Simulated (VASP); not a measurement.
Here is a VASP 6.6.1 calculation.

The input INCAR:

```
PREC = Accurate
ENCUT = 520
EDIFF = 1E-7
ISMEAR = -1
SIGMA = 0.1
LREAL = False
LASPH = True
NELM = 60
ALGO = Normal
ISIF = 2
LWAVE = False
LCHARG = False
GGA = PS
NBANDS = 12
```

File KPOINTS:

```
regular mesh
0
Gamma
  12 12 12
```

The input POSCAR:

```
Ti
1.0
    0.0000000000      1.9743553172      1.9743553172
    1.9743553172      0.0000000000      1.9743553172
    1.9743553172      1.9743553172      0.0000000000
Ti
1
Direct
    0.0000000000      0.0000000000      0.0000000000
```

Potentials or basis: VASP PAW PBE potentials, release 64 (Ti_sv).

Command:

```sh
$ cat potpaw_PBE.64/Ti_sv/POTCAR > POTCAR
$ mpirun -np 1 vasp_std > vasp.out
```

Question: Estimate the pressure.

Answer: 10.3 GPa.

Question: Estimate the band gap on the k mesh.

Answer: Zero (band 6 reaches 10.38 eV, above the bottom of band 7 at 9.02 eV).

Caveat: the PAW data sets were made with another functional, which shifts forces and pressure a little.
